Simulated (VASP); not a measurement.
Input of a VASP 6.6.1 run:

The input INCAR:

```
SYSTEM = YAl2N3
  PREC = Accurate
  ENCUT = 520
  EDIFF = 1E-6
  ISMEAR = 0
  SIGMA = 0.1
  LREAL = .FALSE.
  LASPH = .TRUE.
  NELM = 60
  ALGO = Normal
  ISIF = 2
  LWAVE = .FALSE.
  LCHARG = .FALSE.
  GGA = PE
  NBANDS = 44
```

KPOINTS

```
Automatic mesh
0
G
  4 4 4
  0 0 0
```

The input POSCAR:

```
YAl2N3
1.0
    0.0006580677      0.0024143330     -5.1542851389
    0.0033823763      5.7790161350     -0.0026516394
    5.0916444127     -2.8864639865      0.0006948768
Y Al N
2 4 6
Direct
    0.5293471334      0.6925459357      0.0002071999
    0.0294883720      0.3075924318     -0.0001672900
    0.5049997919      0.9900938350      0.6495666209
    0.5049712080      0.3405746291      0.3505026240
    0.0049662659      0.6594591078      0.6495115380
    0.0049437791      0.0099312080      0.3504307598
    0.1392025801      0.9455709767      0.6139043016
    0.1391186229      0.3317922068      0.3862271234
    0.5622930951      0.2907114276     -0.0001459456
    0.6391128837      0.6680540126      0.6137156631
    0.6391852967      0.0543529398      0.3861248256
    0.0623709712      0.7093212892      0.0001225793
```

Potentials or basis: VASP PAW PBE potentials, release 64 (Y_sv, Al, N).

Launch:

```bash
$ cat potpaw_PBE.64/Y_sv/POTCAR potpaw_PBE.64/Al/POTCAR potpaw_PBE.64/N/POTCAR > POTCAR
$ mpirun -np 1 vasp_std > vasp.out
```

(1) Estimate the band gap on the k mesh.

(2) What does it give for the pressure?

(3) What does it give for the largest force?

Answers

(1) 2.29 eV (least direct gap 2.47 eV).

(2) -0.2 GPa.

(3) 0.018 eV/Å.
